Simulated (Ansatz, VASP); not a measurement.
**ZnS in VASP and in Ansatz**

```xyz
8
Lattice="3.8226 0.0256 -0.0347 -1.8891 3.2778 0.0514 -0.1139 0.1290 12.5177" Properties=species:S:1:pos:R:3 pbc="T T T"
Zn    0.0053    2.3055   -0.2269
Zn   -0.0431    2.3683    6.4035
Zn    1.8890    1.0494    3.2822
Zn    1.6633    1.1086    9.2666
S     0.0755    2.2942    2.5603
S     0.0113    2.0271    8.6688
S     1.9047    1.1881    5.4445
S     1.7987    1.3585   11.8596
```

Change from the starting cell: cell x2, atoms moved at random (sigma 0.15 Å) and cell strained at random (1.5 %), then relaxed without symmetry.

Alike in both runs: task relaxation of cell and atoms; functional PBE; k mesh 6 × 6 × 1; occupations gaussian, width 0.1 eV; no spin polarisation.

|  | VASP | Ansatz |
| --- | --- | --- |
| version | VASP 6.6.1 | Ansatz 0.2.0 |
| potentials or method | VASP PAW PBE potentials, release 64 (Zn, S), cutoff 600 eV | scalar-relativistic, plane waves, PAW |
| valence electrons in the cell | 72 | 72 |

```csv
,VASP,Ansatz,Ansatz less VASP
"gap on the k mesh at the Fermi level, each at its own relaxed structure (eV)",2.08,2.08,+0.003
relaxed volume (Å³/atom),20.21,20.18,-0.034
relaxed cell length with the largest relative difference (Å),3.849,3.845,-0.0031
```

The k mesh is coarse, so the values compare programs but aren't converged.
